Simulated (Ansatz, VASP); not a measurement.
# Two plane-wave programs on P

The input INCAR:

```
SYSTEM = P
ALGO = Normal
EDIFF = 1E-6
ENCUT = 520
GGA = PE
ISIF = 2
ISMEAR = 0
IVDW = 12
LASPH = .True.
LCHARG = .False.
LREAL = .False.
LWAVE = .False.
NBANDS = 8
NELM = 100
PREC = Accurate
SIGMA = 0.15
```

File KPOINTS:

```
k-points
0
Gamma
  24 24 24
  0 0 0
```

The input POSCAR:

```
P
1.0
    2.4072602648      0.0000000000      0.0631905820
    0.0000000000      2.4072602648      0.0000000000
    0.0631934260      0.0000000000      2.4073686085
P
1
Direct
    0.0000000000      0.0000000000      0.0000000000
```

Input for Ansatz:

```yaml
crystal:
  lattice:
    - [2.4072602648, 0.0, 0.063190582]
    - [0.0, 2.4072602648, 0.0]
    - [0.063193426, 0.0, 2.4073686085]
  atoms:
    - { symbol: P, position: [0.0, 0.0, 0.0] }
basis:
  ecutwfc: 420
kpoints:
  mp_grid: { grid: [24, 24, 24] }
hamiltonian:
  xc: pbe
  dispersion: d3bj
scf:
  occupations: { method: gaussian, width: 0.15 }
output:
  forces: true
  stress: true
  eigenvalues: true
```

Change from the starting cell: strain +0.0525 x Voigt [0, 0, 0, 0, 1, 0], atoms carried along.

Alike in both runs: task single point; functional PBE; dispersion D3(BJ); k mesh 24 × 24 × 24; occupations gaussian, width 0.15 eV; no spin polarisation.

```csv
,VASP,Ansatz
version,VASP 6.6.1,Ansatz 0.2.0
potentials or method,"VASP PAW PBE potentials, release 64 (P), cutoff 520 eV","scalar-relativistic, plane waves, PAW"
valence electrons in the cell,5,5
```

Ansatz gave:

```
gap on the k mesh at the Fermi level (eV)                     : none
pressure (GPa)                                                : 0.0
traceless stress, the component that is largest in VASP (GPa) : -3.61
```

Task: Estimate VASP's values.

Result: gap on the k mesh at the Fermi level (eV): none; pressure (GPa): -0.4; traceless stress, the component that is largest in VASP (GPa): -3.63.

A gap of «none» marks a metal or a gap that the smearing closes. Ansatz's warnings: near symmetry operations not taken.
